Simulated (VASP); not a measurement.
# Cu (Fm-3m) in VASP: further runs, part 2 of 2

VASP 6.6.1. The steps go on from the part before.

## (5) Single point, B3LYP

This run uses another cell than the first one, of 12.52 Å³/atom.

POSCAR reads:

```
Cu
1.0
    0.0000000000      1.8429501765      1.8429501765
    1.8429501765      0.0000000000      1.8429501765
    1.8429501765      1.8429501765      0.0000000000
Cu
1
Direct
    0.0000000000      0.0000000000      0.0000000000
```

INCAR.step1 reads:

```
PREC     = Accurate       # precision mode
ENCUT    = 520            # plane-wave cutoff, eV
EDIFF    = 1E-5           # SCF threshold, eV
ISMEAR   = -1             # smearing method
SIGMA    = 0.05           # smearing width, eV
LREAL    = F              # projectors in reciprocal space
LASPH    = T              # aspherical terms in the spheres
NELM     = 120            # most SCF steps
ALGO     = Normal         # electronic algorithm
ISIF     = 2              # what is computed and relaxed
LWAVE    = T              # write WAVECAR
NBANDS   = 12             # bands
GGA      = PE             # functional
GGA_COMPAT= F
```

INCAR.step2 reads:

```
PREC     = Accurate       # precision mode
ENCUT    = 520            # plane-wave cutoff, eV
EDIFF    = 1E-6           # SCF threshold, eV
ISMEAR   = -1             # smearing method
SIGMA    = 0.05           # smearing width, eV
LREAL    = F              # projectors in reciprocal space
LASPH    = T              # aspherical terms in the spheres
NELM     = 120            # most SCF steps
ALGO     = Normal         # electronic algorithm
ISIF     = 2              # what is computed and relaxed
LWAVE    = F              # write WAVECAR
LCHARG   = T              # write CHGCAR
GGA      = B3             # functional
LHFCALC  = T              # exact exchange
AEXX     = 0.2            # exact-exchange fraction
AGGAX    = 0.72         
AGGAC    = 0.81         
ALDAC    = 0.19         
PRECFOCK = Normal       
LELF     = T              # ELF
LVHAR    = T            
NBANDS   = 12             # bands
ISTART   = 1            
GGA_COMPAT= F
```

KPOINTS reads:

```
Automatic mesh
0
Gamma
  7 7 7
```

Run with:

```sh
$ cat potpaw_PBE.64/Cu/POTCAR > POTCAR
$ cp INCAR.step1 INCAR
$ mpirun -np 1 vasp_std > vasp.out
$ cp INCAR.step2 INCAR
$ mpirun -np 1 vasp_std > vasp.out
```

It took 12 min on 1 thread of Oxide Virtual Turin-like, shared host; peak memory 0.1 GiB.

The run converged. Its results:

```yaml
Free_energy: -3.2687 eV
Pressure: 0.3 GPa
Band_gap_on_the_k_mesh: zero (an odd number of electrons rules out a gap without spin polarisation)
```

Levels at points of the mesh, in eV from the Fermi level:
```
           k point  band 4  band 5  band 6  band 7  band 8  band 9
(0.00, 0.00, 0.00)   -4.91   -4.18   -4.18   23.18   25.33   25.33
```

Caveat: the k points lie up to 0.42 Å⁻¹ apart, too coarse for converged energies and pressures of a metal; the PAW data sets were made with another functional, which shifts forces and pressure a little.

## (6) Single point, PBEsol-based screened hybrid with 25 % exact exchange

This run uses another cell than the first one, of 11.45 Å³/atom.

POSCAR reads:

```
Cu
1.0
    0.0000000000      1.7888876792      1.7888876792
    1.7888876792      0.0000000000      1.7888876792
    1.7888876792      1.7888876792      0.0000000000
Cu
1
Direct
    0.0000000000      0.0000000000      0.0000000000
```

INCAR.step1 reads:

```
SYSTEM = Cu
PREC = Accurate
ENCUT = 520
EDIFF = 1E-5
ISMEAR = -1
SIGMA = 0.05
LREAL = .FALSE.
LASPH = .TRUE.
NELM = 120
ALGO = Normal
ISIF = 2
LWAVE = .TRUE.
LCHARG = .FALSE.
NBANDS = 12
GGA = PE
GGA_COMPAT = .FALSE.
```

INCAR.step2 reads:

```
SYSTEM = Cu
PREC = Accurate
ENCUT = 520
EDIFF = 1E-6
ISMEAR = -1
SIGMA = 0.05
LREAL = .FALSE.
LASPH = .TRUE.
NELM = 120
ALGO = Normal
ISIF = 2
LWAVE = .FALSE.
LCHARG = .FALSE.
GGA = PS
LHFCALC = .TRUE.
AEXX = 0.25
HFSCREEN = 0.207
PRECFOCK = Normal
NBANDS = 12
ISTART = 1
GGA_COMPAT = .FALSE.
```

KPOINTS reads:

```
regular mesh
0
G
  7 7 7
  0 0 0
```

Potentials or basis: VASP PAW PBE potentials, release 64 (Cu).

Run with:

```sh
$ cat potpaw_PBE.64/Cu/POTCAR > POTCAR
$ cp INCAR.step1 INCAR
$ mpirun -np 1 vasp_std > vasp.out
$ cp INCAR.step2 INCAR
$ mpirun -np 1 vasp_std > vasp.out
```

Run time: 18 min. Hardware: 1 thread of Oxide Virtual Turin-like, shared host; peak memory 0.19 GiB.

It converged, with:

```
Free energy            : -4.1095 eV
Pressure               : 0.2 GPa
Band gap on the k mesh : zero (an odd number of electrons rules out a gap without spin polarisation)
```

Levels at points of the mesh, in eV from the Fermi level:
```
           k point  band 2  band 3  band 4  band 5  band 6  band 7  band 8  band 9  band 10  band 11
(0.00, 0.00, 0.00)   -4.90   -4.90   -4.90   -4.03   -4.03   23.74   26.94   26.94    26.94    29.62
```

Caveat: the k points lie up to 0.43 Å⁻¹ apart, too coarse for converged energies and pressures of a metal; the PAW data sets were made with another functional, which shifts forces and pressure a little.

## (7) Relaxation of cell and atoms, PBE0

This run uses another cell than the first one, of 11.81 Å³/atom.

POSCAR reads:

```
Cu
1.0
    0.0000000000      1.8075000000      1.8075000000
    1.8075000000      0.0000000000      1.8075000000
    1.8075000000      1.8075000000      0.0000000000
Cu
1
Direct
    0.0000000000      0.0000000000      0.0000000000
```

INCAR.step1 reads:

```
PREC = Accurate
ENCUT = 600
EDIFF = 1E-5
ISMEAR = -1
SIGMA = 0.05
LREAL = False
LASPH = True
NELM = 120
ALGO = Normal
LWAVE = True
LCHARG = False
GGA = PE
NBANDS = 12
GGA_COMPAT = False
IBRION = 2
ISIF = 3
EDIFFG = -0.005
NELMIN = 4
NSW = 100
```

INCAR.step2 reads:

```
PREC = Accurate
ENCUT = 600
EDIFF = 1E-7
ISMEAR = -1
SIGMA = 0.05
LREAL = False
LASPH = True
NELM = 120
ALGO = Normal
ISIF = 3
LWAVE = False
LCHARG = False
GGA = PE
LHFCALC = True
AEXX = 0.25
PRECFOCK = Normal
IBRION = 2
NSW = 60
EDIFFG = -0.01
ISTART = 1
GGA_COMPAT = False
NELMIN = 4
```

KPOINTS reads:

```
Automatic mesh
0
Gamma
  7 7 7
```

Potentials or basis: VASP PAW PBE potentials, release 64 (Cu).

Run with:

```sh
$ cat potpaw_PBE.64/Cu/POTCAR > POTCAR
$ cp INCAR.step1 INCAR
$ mpirun -np 1 vasp_std > vasp.out
$ cp INCAR.step2 INCAR
$ mpirun -np 1 vasp_std > vasp.out
```

OUTCAR:

```text
PREC = Accurate
   ENCUT = 600
   EDIFF = 1E-7
   ISMEAR = -1
   LREAL = False
   LASPH = True
   NELM = 120
   ISIF = 3
   GGA = PE
   LHFCALC = True
   AEXX = 0.25
   PRECFOCK = Normal
   IBRION = 2
   NSW = 60
   EDIFFG = -0.01
   ISTART = 1
   NELMIN = 4

 ion  position               nearest neighbor table
   1  0.000  0.000  0.000-

  LATTYP: Found a face centered cubic cell.
 ALAT       =     3.6150000000

  Lattice vectors:

 A1 = (   0.0000000000,   1.8075000000,   1.8075000000)
 A2 = (   1.8075000000,   0.0000000000,   1.8075000000)
[... 181 lines left out ...]
  FORCE on cell =-STRESS in cart. coord.  units (eV):
  Direction    XX          YY          ZZ          XY          YZ          ZX
  --------------------------------------------------------------------------------------
  -------------------------------------------------------------------------------------
  Total        0.1267140      0.1267140      0.1267140      0.0000000      0.0000000     -0.0000000
  in kB       17.1897751     17.1897751     17.1897751      0.0000000      0.0000000     -0.0000000
  external PRESSURE =      17.1897751 kB  Pullay stress =       0.0000000 kB
[... 57 lines left out ...]
--------------------------------------- Ionic step        3  -------------------------------------------

 number of electron      10.9999997 magnetization

 Free energy of the ion-electron system (eV)
  ---------------------------------------------------
  ext. energy  EPLUGINS =         0.00000000
  ---------------------------------------------------
  free energy    TOTEN  =        -3.92479703 eV

  energy without entropy =       -3.92360793  energy(sigma->0) =       -3.92420248

 E-fermi :   7.6237     XC(G=0):  -9.8517

 val. band max:        5.9901437780   @ k =   0.4286   0.2857   0.0000
 cond. band min:       7.6405810495   @ k =   0.4286   0.4286   0.0000
 fundamental gap:      1.6504372715
 Fermi energy:         7.6237475405

 k-point     1 :       0.0000    0.0000    0.0000
  band No.  band energies     occupation
      1      -3.4979      2.00000
      2       2.3612      2.00000
      3       2.3612      2.00000
      4       2.3612      2.00000
      5       3.1610      2.00000
      6       3.1610      2.00000
      7      31.2425      0.00000
      8      34.1665      0.00000
      9      34.1665      0.00000
[... 254 lines left out ...]
  FREE ENERGIE OF THE ION-ELECTRON SYSTEM (eV)
  ---------------------------------------------------
  free  energy   TOTEN  =        -3.9247970340 eV

  energy  without entropy=       -3.9236079308  energy(sigma->0) =       -3.92420248

 reached required accuracy - stopping structural energy minimisation
```

OUTCAR.step1:

```text
PREC = Accurate
   ENCUT = 600
   EDIFF = 1E-5
   ISMEAR = -1
   LREAL = False
   LASPH = True
   NELM = 120
   GGA = PE
   IBRION = 2
   ISIF = 3
   EDIFFG = -0.005
   NELMIN = 4
   NSW = 100

[... 337 lines left out ...]
  band No.  band energies     occupation
      1      -1.8343      2.00000
      2       4.4386      2.00000
      3       4.4386      2.00000
      4       4.4386      2.00000
      5       5.2420      2.00000
      6       5.2420      2.00000
      7      29.8780      0.00000
      8      32.4090      0.00000
      9      32.4090      0.00000
     10      32.4090      0.00000
     11      34.8925      0.00000
     12      34.8925      0.00000
[... 311 lines left out ...]
  FREE ENERGIE OF THE ION-ELECTRON SYSTEM (eV)
  ---------------------------------------------------
  free  energy   TOTEN  =        -3.7687132491 eV

  energy  without entropy=       -3.7675162377  energy(sigma->0) =       -3.76811474

 reached required accuracy - stopping structural energy minimisation
```

OSZICAR.step1:

```text
N       E                     dE             d eps       ncg     rms          rms(c)
DAV:   1     0.434548534445E+02    0.43455E+02   -0.58952E+03   528   0.175E+03
DAV:   2    -0.336178499174E+01   -0.46817E+02   -0.44130E+02   484   0.213E+02
DAV:   3    -0.465185656451E+01   -0.12901E+01   -0.12853E+01   588   0.411E+01
DAV:   4    -0.465980609942E+01   -0.79495E-02   -0.79488E-02   544   0.281E+00
[... 27 lines left out ...]
       N       E                     dE             d eps       ncg     rms          rms(c)
DAV:   1    -0.376879631612E+01   -0.84948E-04   -0.13121E-03   556   0.781E-01    0.751E-02
DAV:   2    -0.376874209271E+01    0.54223E-04   -0.11214E-03   556   0.618E-01    0.310E-02
DAV:   3    -0.376871540314E+01    0.26690E-04   -0.17966E-04   432   0.255E-01    0.106E-02
DAV:   4    -0.376871324912E+01    0.21540E-05   -0.27268E-06   244   0.165E-02
   5 F= -.37687132E+01 E0= -.37681147E+01  d E =-.108756E-04
```

Run time: 75 min. Hardware: 1 thread of Oxide Virtual Turin-like, shared host; peak memory 0.11 GiB.

Results:

```yaml
Free_energy: -3.9248 eV
Relaxed_volume: 11.97 Å³/atom
Relaxed_cell: a = 2.568 Å, b = 2.568 Å, c = 2.568 Å, α = 60.00°, β = 60.00°, γ = 60.00°
Space_group_after_relaxing_to_0.1_Å: Fm-3m (No. 225)
Energy_gained_by_relaxing: 0.9 meV/atom
Ionic_steps: 3
Pressure_after_relaxing: 0.1 GPa
Band_gap_on_the_k_mesh: zero (an odd number of electrons rules out a gap without spin polarisation)
```

Step by step:
```
step  energy change (eV)  largest force (eV/Å)  pressure (GPa)  volume (Å³)
   1              0.0000                0.0000            1.72        11.81
   2             -0.0007                0.0000           -0.73        12.03
   3             -0.0009                0.0000            0.05        11.97
```

Final structure:
```xyz
1
Lattice="0.0000 1.8155 1.8155 1.8155 0.0000 1.8155 1.8155 1.8155 0.0000" Properties=species:S:1:pos:R:3 pbc="T T T"
Cu    0.0000    0.0000    0.0000
```

Levels at points of the mesh, in eV from the Fermi level:
```
           k point  band 4  band 5  band 6  band 7  band 8  band 9
(0.00, 0.00, 0.00)   -5.26   -4.46   -4.46   23.62   26.54   26.54
```

Caveat: the k points lie up to 0.43 Å⁻¹ apart in the final cell, too coarse for converged energies and pressures of a metal; the PAW data sets were made with another functional, which shifts forces and pressure a little.

## (8) Summary

| task | level | cell | k mesh | cutoff (eV) | share of exact exchange | screening parameter | gap on the mesh (eV) | pressure (GPa) |
| --- | --- | --- | --- | --- | --- | --- | --- | --- |
| single point | HSE06 | a = 2.573 Å, angles 60.0°, 1 atom | 7 × 7 × 7 | 520 | 0.25 | 0.2079 1/Å | none | -0.8 |
| single point | PBE0 | a = 2.556 Å, angles 60.0°, 1 atom | 8 × 8 × 8 | 520 | 0.25 | - | none | 2.4 |
| single point | HF | a = 2.606 Å, angles 60.0°, 1 atom | 7 × 7 × 7 | 520 | 1 | - | none | 15.1 |
| single point | B3LYP | a = 2.606 Å, angles 60.0°, 1 atom | 7 × 7 × 7 | 520 | 0.2 | - | none | 0.3 |
| single point | PBEsol-based screened hybrid with 25 % exact exchange | a = 2.530 Å, angles 60.0°, 1 atom | 7 × 7 × 7 | 520 | 0.25 | 0.207 1/Å | none | 0.2 |
| relaxation of cell and atoms | PBE0 | relaxed from a = 2.556 Å, angles 60.0°, 1 atom | 7 × 7 × 7 | 600 | 0.25 | - | none | 0.1 |

Alike in all rows: potentials or basis VASP PAW PBE potentials, release 64 (Cu); no spin polarisation; smearing fermi-dirac 0.05 eV.

Caveats: all runs use coarse meshes; the PAW data sets were made with another functional, which shifts forces and pressure a little.

Total energies depend on the potentials used, so only differences within one code and one set of settings carry meaning.

The gap in the log of VASP goes by the Fermi energy; the results here count the filled bands.